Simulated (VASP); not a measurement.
Co:

```xyz
4
Lattice="2.4540 0.0000 0.0000 -1.2270 2.1252 0.0000 0.0000 0.0000 8.0339" Properties=species:S:1:pos:R:3 pbc="T T T"
Co    1.2270    0.7084    6.0255
Co    0.0000    0.0000    4.0170
Co    0.0000    1.4168    2.0085
Co    0.0000    0.0000    0.0000
```

Base run:

```yaml
Program: VASP 6.6.1
Functional: RPBE
Potentials_or_basis: VASP PAW PBE potentials, release 64 (Co)
Cutoff: 520 eV
k_mesh: 12 × 12 × 4
Occupations: fermi-dirac, width 0.05 eV
Spin: collinear spin, ferromagnetic start
Starting_moments: "[2.0, 2.0, 2.0, 2.0] μB"
```

Its results: pressure 14.8 GPa; net moment 6.54 μB per cell; site moments Co +1.66, +1.64 (each value once) μB.

Question: The run is repeated on the same cell with these changes: functional from RPBE to PBEsol. What comes out?

Answer: Pressure -2.3 GPa; net moment 6.45 μB per cell; site moments Co +1.63, +1.61 (each value once) μB.

PBEsol binds more tightly than RPBE, so the same cell stands under less pressure.

Caveats: the PAW data sets were made with another functional, which shifts forces and pressure a little; the cell stands under pressure (at least some runs).
